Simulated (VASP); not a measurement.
**ZnS: electric field gradients with PBEsol**

ZnS:

```xyz
16
Lattice="3.8063 0.0000 0.0000 -1.9032 3.2964 0.0000 0.0000 0.0000 24.9110" Properties=species:S:1:pos:R:3 pbc="T T T"
Zn    0.0000    2.1976    3.1100
Zn    0.0000    0.0000    0.0063
Zn    1.9032    1.0988   15.5646
Zn    1.9032    1.0988   21.8035
Zn    0.0000    0.0000   18.6835
Zn    0.0000    2.1976    9.3485
Zn    0.0000    0.0000   12.4545
Zn    1.9032    1.0988    6.2270
S     1.9032    1.0988    8.5666
S     1.9032    1.0988   24.1401
S     0.0000    2.1976    5.4427
S     0.0000    0.0000   14.7855
S     0.0000    0.0000    2.3364
S     0.0000    0.0000   21.0199
S     0.0000    2.1976   11.6802
S     1.9032    1.0988   17.9008
```

```
Program                : VASP 6.6.1
Task                   : electric field gradients
Functional             : PBEsol
Potentials or basis    : VASP PAW PBE potentials, release 64 (Zn, S)
Cutoff                 : 520 eV
k mesh                 : 10 × 10 × 2
Occupations            : fermi-dirac, width 0.02 eV
Spin                   : no spin polarisation
Dipole correction      : no
Further INCAR settings : LREAL = Auto; ALGO = Normal; EDIFF = 1e-08; NBANDS = 86
```

| Item | Value |
| --- | --- |
| Pressure | -1.1 GPa |
| Largest force | 0.019 eV/Å |
| Band gap on the k mesh | 2.05 eV, direct |

Forces on the atoms (eV/Å):
```
Zn   0.000  0.000  0.018
Zn   0.000  0.000 -0.004
Zn   0.000  0.000  0.010
Zn   0.000  0.000  0.000
Zn   0.000  0.000  0.005
Zn   0.000  0.000 -0.014
Zn   0.000  0.000  0.003
Zn   0.000  0.000  0.008
S    0.000  0.000 -0.005
S    0.000  0.000 -0.014
S    0.000  0.000  0.017
S    0.000  0.000 -0.004
S    0.000  0.000 -0.004
S    0.000  0.000 -0.001
S    0.000  0.000 -0.019
S    0.000  0.000  0.005
```

Levels at points of the mesh, in eV from the valence-band top:
```tsv
k point	band 69	band 70	band 71	band 72	band 73	band 74	band 75	band 76
(0.00, 0.00, 0.00)	-0.14	-0.04	0.00	0.00	2.05	2.89	2.98	3.07
(0.50, 0.00, 0.00)	-1.22	-1.14	-1.13	-0.90	3.25	3.26	3.49	3.55
(0.00, 0.00, 0.50)	-0.04	-0.04	-0.04	-0.04	2.35	2.39	3.07	3.16
(0.50, 0.00, 0.50)	-1.38	-1.13	-0.97	-0.96	3.22	3.26	3.44	3.56
```

Electric field gradients, principal values (V/Å²):
| atom | least | middle | greatest (by size) |
| --- | --- | --- | --- |
| 1 Zn | -0.474 | -0.487 | 0.960 |
| 2 Zn | -0.279 | -0.280 | 0.559 |
| 3 Zn | 0.032 | 0.045 | -0.078 |
| 4 Zn | 0.013 | 0.026 | -0.039 |
| 5 Zn | -0.167 | -0.168 | 0.335 |
| 6 Zn | -0.273 | -0.286 | 0.559 |
| 7 Zn | -0.274 | -0.275 | 0.549 |
| 8 Zn | 0.014 | 0.027 | -0.041 |
| 9 S | -1.180 | -1.181 | 2.361 |
| 10 S | -0.896 | -0.897 | 1.792 |
| 11 S | -0.542 | -0.543 | 1.084 |
| 12 S | -0.195 | -0.196 | 0.391 |
| 13 S | 0.167 | 0.169 | -0.336 |
| 14 S | -1.420 | -1.421 | 2.840 |
| 15 S | 0.011 | 0.012 | -0.023 |
| 16 S | -1.234 | -1.235 | 2.469 |

Run time: 30 min on 1 thread of Intel(R) Xeon(R) 6975P-C (Granite Rapids), with other jobs on the host, peak memory 0.65 GiB.

Caveat: without QUAD_EFG the Cq values of the log hold for a quadrupole moment of 1 mb, not for the nuclei; the PAW data sets were made with another functional, which shifts forces and pressure a little. A k mesh can miss the band edges.
